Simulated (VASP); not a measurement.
A run of VASP 6.6.1:

Contents of INCAR:

```
SYSTEM = Nb
  PREC = Accurate
  ENCUT = 520
  EDIFF = 1E-6
  ISMEAR = 0
  SIGMA = 0.1
  LREAL = .False.
  LASPH = .True.
  NELM = 100
  ALGO = Fast
  ISIF = 2
  LWAVE = .False.
  LCHARG = .False.
  NBANDS = 12
```

Contents of KPOINTS:

```
Automatic mesh
0
Gamma
  18 18 18
  0 0 0
```

Contents of POSCAR:

```
Nb
1.0
   -1.6238317588      1.6238317588      1.6238317588
    1.6238317588     -1.6238317588      1.6238317588
    1.6238317588      1.6238317588     -1.6238317588
Nb
1
Direct
    0.0000000000      0.0000000000      0.0000000000
```

Potentials or basis: VASP PAW LDA potentials, release 64 (Nb_sv).

Launch:

```console
$ cat potpaw_LDA.64/Nb_sv/POTCAR > POTCAR
$ mpirun -np 1 vasp_std > vasp.out
```

Hardware: 1 thread of AMD EPYC 7R13, on a shared host.

Problem. Estimate the wall time of this run.

Solution. Run time: 2 min on 1 thread of AMD EPYC 7R13, on a shared host, peak memory 0.13 GiB. Counts: scf iterations 24, k points 195.
